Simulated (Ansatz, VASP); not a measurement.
Two plane-wave programs on NaH

```
CELL_PARAMETERS angstrom
0.00000 2.62289 2.55424
2.62289 0.00000 2.55424
2.62289 2.62289 0.00000
ATOMIC_POSITIONS crystal
Na 0.00000 0.00000 0.00000
H 0.25000 0.25000 0.25000
```

Change from the starting cell: epitaxial_xy strain +1.0%.

Alike in both runs: task single point; functional PBE; k mesh 8 × 8 × 8; occupations fermi-dirac, width 0.02 eV; no spin polarisation.

|  | VASP | Ansatz |
| --- | --- | --- |
| version | VASP 6.6.1 | Ansatz 0.2.0 |
| potentials or method | VASP PAW PBE potentials, release 64 (Na_pv, H) | plane waves, PAW |
| plane-wave cutoff (eV) | 520 | 420 |
| valence electrons in the cell | 8 | 10 |

```tsv
	VASP	Ansatz	Ansatz less VASP
gap on the k mesh at the Fermi level (eV)	3.60	3.60	+0.002
pressure (GPa)	0.2	0.2	+0.02
traceless stress, the component that is largest in VASP (GPa)	0.07	0.07	0.000
```

The functional is the same, so the differences come from potentials, cutoffs and numerics. VASP's potentials hold 8 valence electrons a cell and Ansatz's 10, so a difference there can come from the potentials and not from the codes.
